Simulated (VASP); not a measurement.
# TiAl30 (a cell with a defect) in VASP: single point with PBE

Aim: the single point of TiAl30 (a cell with a defect) with PBE.

Everything below comes from runs of VASP 6.6.1. Logs are shortened: lines on timing, memory, paths and dates and some standing lists are left out, and cuts for length are marked.

### Step 1. The cell of the first run

The cell holds a defect, 31 atoms: a = 8.100 Å, b = 8.100 Å, c = 8.100 Å, α = 90.00°, β = 90.00°, γ = 90.00°.

### Step 2. Single point, PBE

INCAR

```
SYSTEM = TiAl30
  ALGO = Normal
  EDIFF = 1E-7
  ENCUT = 520
  GGA = PE
  ISIF = 2
  ISMEAR = -1
  LASPH = .TRUE.
  LCHARG = .FALSE.
  LREAL = Auto
  LWAVE = .FALSE.
  NBANDS = 72
  NELM = 60
  PREC = Accurate
  SIGMA = 0.15
```

KPOINTS

```
k-points
0
G
  3 3 3
  0 0 0
```

POSCAR

```
TiAl30
1.0
    8.1000000000      0.0000000000      0.0000000000
    0.0000000000      8.1000000000      0.0000000000
    0.0000000000      0.0000000000      8.1000000000
Al Ti
30 1
Direct
    0.5000509877      0.0001707407      0.0003750617
    0.7598398765      0.2495638272      0.0047329630
    0.7603434568      0.0054471605      0.2491919753
    0.0000507407     -0.0016350617     -0.0022829630
    0.2402617284      0.2495344444      0.0047550617
    0.4999972840      0.4993777778     -0.0086348148
    0.7485445679      0.7517477778     -0.0014124691
    0.2397516049      0.0054109877      0.2492116049
    0.5000390123      0.2423743210      0.2421887654
    0.7268066667      0.5053601235      0.2449741975
    0.5000801235     -0.0089258025      0.4989017284
    0.7262643210      0.2448644444      0.5054708642
    0.7479929630     -0.0014092593      0.7517439506
    0.0000402469      0.4955840741      0.0133408642
    0.2515197531      0.7516985185     -0.0013643210
    0.2731649383      0.5052680247      0.2450654321
    0.4999983951      0.7589680247      0.2509546914
    0.0000565432      0.0130882716      0.4958381481
    0.2739054321      0.2448043210      0.5055297531
    0.5000379012      0.5081456790      0.5079576543
    0.7598419753      0.7456018519      0.5007696296
    0.2521198765     -0.0014297531      0.7517635802
    0.5000802469      0.2514307407      0.7592600000
    0.7603444444      0.5011417284      0.7448864198
    0.0000413580      0.7369925926      0.2547506173
    0.2402604938      0.7455817284      0.5007998765
    0.0000566667      0.2544967901      0.7372434568
    0.2397495062      0.5011230864      0.7449228395
    0.5000503704      0.7499579012      0.7501629630
    0.0000517284      0.7526171605      0.7519682716
   -0.0000858025      0.3744946914      0.3758404938
```

Potentials or basis: VASP PAW PBE potentials, release 64 (Al, Ti_sv).

Launch:

```
$ cat potpaw_PBE.64/Al/POTCAR potpaw_PBE.64/Ti_sv/POTCAR > POTCAR
$ mpirun -np 1 vasp_std > vasp.out
```

OUTCAR:

```text
SYSTEM = TiAl30
   EDIFF = 1E-7
   ENCUT = 520
   GGA = PE
   ISIF = 2
   ISMEAR = -1
   LASPH = .TRUE.
   LREAL = Auto
   NELM = 60
   PREC = Accurate

 ion  position               nearest neighbor table
   1  0.500  0.000  0.000-   9 2.77  17 2.82  23 2.82  22 2.84  13 2.84   7 2.85  15 2.85  29 2.87
                             3 2.92   5 2.92   8 2.92   2 2.92
   2  0.760  0.250  0.005-  14 2.79   3 2.80   4 2.82   9 2.85  10 2.86  13 2.89  23 2.89  27 2.91
                             1 2.92   6 2.92  24 2.93
   3  0.760  0.005  0.249-  18 2.79   2 2.80   4 2.81   9 2.85  12 2.85   7 2.89  17 2.90  25 2.92
                             1 2.92  11 2.92  21 2.93
   4  0.000  0.998  0.998-   3 2.81   8 2.81  30 2.82   5 2.82   2 2.82  22 2.85  13 2.85   7 2.85
                            15 2.85  27 2.96  25 2.97
   5  0.240  0.250  0.005-  14 2.79   8 2.80   4 2.82   9 2.85  16 2.85  22 2.89  23 2.90  27 2.91
                             1 2.92   6 2.92  28 2.93
   6  0.500  0.499  0.991-  23 2.75  10 2.76  16 2.76  29 2.82  15 2.87   7 2.87  28 2.90  24 2.90
                             9 2.91   5 2.92   2 2.92  17 2.97
   7  0.749  0.752  0.999-  13 2.83  10 2.83   1 2.85  29 2.85   4 2.85  30 2.85  17 2.87   6 2.87
                             3 2.89  24 2.89  14 2.91  25 2.91
   8  0.240  0.005  0.249-  18 2.79   5 2.80   4 2.81   9 2.85  19 2.85  15 2.89  17 2.90  25 2.92
                             1 2.92  11 2.92  26 2.93
   9  0.500  0.242  0.242-   1 2.77  19 2.81  12 2.81  10 2.81  16 2.81   5 2.85   2 2.85   3 2.85
[... 30 lines left out ...]
                            29 2.92  23 2.92   2 2.93
  25  0.000  0.737  0.255-  14 2.77  21 2.79  26 2.79  16 2.90  10 2.90  15 2.91   7 2.91   8 2.92
                             3 2.92  18 2.97   4 2.97  31 3.10
  26  0.240  0.746  0.501-  25 2.79  28 2.80  30 2.82  20 2.85  16 2.85  22 2.89  11 2.90  18 2.91
                            29 2.92  17 2.92   8 2.93
  27  0.000  0.254  0.737-  18 2.77  28 2.79  24 2.79  12 2.91  19 2.91  13 2.91  22 2.91   2 2.91
                             5 2.91   4 2.96  14 2.97  31 3.08
  28  0.240  0.501  0.745-  27 2.79  26 2.80  30 2.81  20 2.85  19 2.85  15 2.89   6 2.90  14 2.92
                            29 2.92  23 2.92   5 2.93
  29  0.500  0.750  0.750-  20 2.77   6 2.82  11 2.82  22 2.84  13 2.84   7 2.85  15 2.85   1 2.87
                            24 2.92  26 2.92  28 2.92  21 2.92
  30  0.000  0.753  0.752-  24 2.81  28 2.81   4 2.82  26 2.82  21 2.82  22 2.85  13 2.85   7 2.85
                            15 2.85  18 2.96  14 2.97
  31  1.000  0.374  0.376-  12 2.67  19 2.67  10 2.67  16 2.67  27 3.08  18 3.08  25 3.10  14 3.10

  LATTYP: Found a simple cubic cell.
 ALAT       =     8.1000000000

  Lattice vectors:

 A1 = (   8.1000000000,   0.0000000000,   0.0000000000)
 A2 = (   0.0000000000,   8.1000000000,   0.0000000000)
 A3 = (   0.0000000000,   0.0000000000,   8.1000000000)

Analysis of symmetry for initial positions (statically):
=====================================================================
[... 177 lines left out ...]
   POTIM  = 0.5000    time-step for ionic-motion
   TEBEG  =    0.0;   TEEND  =   0.0 temperature during run
   PSTRESS=    0.0 pullay stress
   NELECT =     102.0000    total number of electrons
   NUPDOWN=      -1.0000    fix difference up-down
   EMIN   =  10.00;   EMAX   =-10.00  energy-range for DOS
   EFERMI =   0.00;   METHOD = LEGACY
   ISMEAR =    -1;   SIGMA  =   0.15  broadening in eV -4-tet -1-fermi 0-gaus
   EFERMI_NEDOS =   21; number of points for ismear=-14 and -15
   IALGO  =     38    algorithm
   IMIX   =      4    mixing-type and parameters
     AMIX     =   0.40;   BMIX     =  1.00
     AMIX_MAG =   1.60;   BMIX_MAG =  1.00
  volume/ion in A,a.u.               =      17.14       115.69
  Fermi-wavevector in a.u.,A,eV,Ry     =   0.944329  1.784523 12.133087  0.891757
  Thomas-Fermi vector in A             =   2.072123
   LORBIT       =      0    0 simple, 1 ext, 2 COOP (PROOUT), +10 PAW based schemes
   GGA     = PE    functional components
[... 5 lines left out ...]
 non-spin polarized calculation
  energy-cutoff  :      520.00
  volume of cell :      531.44
 maximum number of plane-waves:     14358
   NGX = 31   NGY = 31   NGZ = 31

 number of electron     102.0000002 magnetization

 Free energy of the ion-electron system (eV)
  ---------------------------------------------------
  ext. energy  EPLUGINS =         0.00000000
  ---------------------------------------------------
  free energy    TOTEN  =      -119.91066033 eV

  energy without entropy =     -118.95696717  energy(sigma->0) =     -119.43381375

 E-fermi :   7.5350     XC(G=0): -10.0849

 val. band max:        7.5018408485   @ k =   0.3333   0.3333   0.3333
 cond. band min:       7.5451167376   @ k =   0.3333  -0.3333   0.3333
 fundamental gap:      0.0432758890
 Fermi energy:         7.5349650227

 k-point     1 :       0.0000    0.0000    0.0000
  band No.  band energies     occupation
      1     -49.6587      2.00000
      2     -26.0847      2.00000
      3     -25.8806      2.00000
      4     -25.8236      2.00000
      5      -3.2694      2.00000
      6      -1.1958      2.00000
[... 649 lines left out ...]
     62       9.1961      0.00003
     63       9.3248      0.00001
 [bands above 63 left out]

------------------------ aborting loop because EDIFF is reached ----------------------------------------

  FORCE on cell =-STRESS in cart. coord.  units (eV):
  Direction    XX          YY          ZZ          XY          YZ          ZX
  --------------------------------------------------------------------------------------
  -------------------------------------------------------------------------------------
  Total        1.0771233     -5.7000602     -5.7000602      0.0038810      1.1510652     -0.0038810
  in kB        3.2472890    -17.1844235    -17.1844235      0.0117003      3.4702076     -0.0117003
  external PRESSURE =     -10.3738527 kB  Pullay stress =       0.0000000 kB

 VOLUME and BASIS-vectors are now :
 -----------------------------------------------------------------------------
  energy-cutoff  :      520.00
  volume of cell :      531.44
      direct lattice vectors                 reciprocal lattice vectors
     8.100000000  0.000000000  0.000000000     0.123456790  0.000000000  0.000000000
     0.000000000  8.100000000  0.000000000     0.000000000  0.123456790  0.000000000
     0.000000000  0.000000000  8.100000000     0.000000000  0.000000000  0.123456790

 POSITION                                       TOTAL-FORCE (eV/Angst)
 -----------------------------------------------------------------------------------
      4.05041      0.00138      0.00304        -0.000379      0.000485     -0.001662
      6.15470      2.02147      0.03834         0.002733      0.000191      0.004155
      6.15878      0.04412      2.01845         0.001233     -0.002894      0.002632
      0.00041      8.08676      8.08151         0.000179     -0.003456      0.002746
      1.94612      2.02123      0.03852        -0.002360      0.000432      0.003717
      4.04998      4.04496      8.03006         0.000268     -0.000361     -0.000322
[... 23 lines left out ...]
      0.00042      6.09620      6.09094         0.000179     -0.002746      0.003456
      8.09930      3.03341      3.04431         0.011538      0.007687     -0.007687
 -----------------------------------------------------------------------------------
    total drift:                                0.000493     -0.001840     -0.005587

  FREE ENERGIE OF THE ION-ELECTRON SYSTEM (eV)
  ---------------------------------------------------
  free  energy   TOTEN  =      -119.9106603277 eV

  energy  without entropy=     -118.9569671658  energy(sigma->0) =     -119.43381375
```

OSZICAR:

```text
N       E                     dE             d eps       ncg     rms          rms(c)
DAV:   1     0.254329885181E+03    0.25433E+03   -0.37377E+04  1520   0.117E+03
DAV:   2    -0.926337456679E+02   -0.34696E+03   -0.32713E+03  1632   0.187E+02
DAV:   3    -0.122074552779E+03   -0.29441E+02   -0.28180E+02  1992   0.484E+01
DAV:   4    -0.124128927978E+03   -0.20544E+01   -0.20322E+01  2112   0.110E+01
[... 10 lines left out ...]
DAV:  15    -0.119910676054E+03   -0.62757E-05   -0.32297E-05  1696   0.204E-02    0.545E-02
DAV:  16    -0.119910665860E+03    0.10193E-04   -0.81783E-06  1832   0.102E-02    0.439E-02
DAV:  17    -0.119910660103E+03    0.57574E-05   -0.30617E-05  1896   0.198E-02    0.309E-02
DAV:  18    -0.119910660256E+03   -0.15354E-06   -0.10710E-06  1736   0.385E-03    0.263E-02
DAV:  19    -0.119910660328E+03   -0.71220E-07   -0.17280E-07  1376   0.183E-03
   1 F= -.11991066E+03 E0= -.11943381E+03  d E =-.953693E+00
```

stdout:

```text
POSCAR found type information on POSCAR AlTi
 POSCAR found :  2 types and      31 ions
 scaLAPACK will be used
 LDA part: xc-table for (Slater+PW92), standard interpolation
 POSCAR, INCAR and KPOINTS ok, starting setup
 FFT: planning ... GRIDC
 FFT: planning ... GRID_SOFT
 FFT: planning ... GRID
 WAVECAR not read
 entering main loop
```

Run time: 19 min. Hardware: 1 thread of Intel Xeon 8259CL, shared host; peak memory 0.61 GiB.

What came out:

```
Free energy            : -119.9107 eV
Pressure               : -1.0 GPa
Largest force          : 0.016 eV/Å
Band gap on the k mesh : zero (bands 51 and 52 overlap by 0.20 eV)
```

Forces in eV/Å, atoms in the order of the input:
```
Al   0.000  0.000 -0.002
Al   0.003  0.000  0.004
Al   0.001 -0.003  0.003
Al   0.000 -0.003  0.003
Al  -0.002  0.000  0.004
Al   0.000  0.000  0.000
Al  -0.006  0.005 -0.005
Al  -0.001 -0.002  0.002
Al   0.000  0.000  0.001
Al   0.002 -0.002  0.002
Al   0.000  0.002  0.002
Al   0.003  0.000  0.000
Al  -0.007 -0.003  0.003
Al   0.000  0.001 -0.002
Al   0.007  0.005 -0.005
Al  -0.002 -0.002  0.002
Al   0.000  0.000  0.000
Al   0.000  0.004 -0.003
Al  -0.012  0.004 -0.004
Al   0.000 -0.001  0.000
Al   0.003 -0.004  0.000
Al   0.007 -0.003  0.003
Al   0.000 -0.002 -0.002
Al   0.001 -0.003  0.003
Al   0.000  0.002 -0.001
Al  -0.002 -0.004  0.000
Al   0.000  0.003 -0.004
Al  -0.001 -0.002  0.002
Al   0.000  0.002  0.000
Al   0.000 -0.003  0.003
Ti   0.012  0.008 -0.008
```

Stress tensor (GPa, compression positive):
```
 0.32  0.00  0.00
 0.00 -1.72  0.35
 0.00  0.35 -1.72
```

Levels at points of the mesh, in eV from the Fermi level:
| k point | band 49 | band 50 | band 51 | band 52 | band 53 | band 54 |
| --- | --- | --- | --- | --- | --- | --- |
| (0.00, 0.00, 0.00) | -0.20 | 0.06 | 0.08 | 0.17 | 0.32 | 0.47 |

The gap in the log of VASP goes by the Fermi energy; the results here count the filled bands.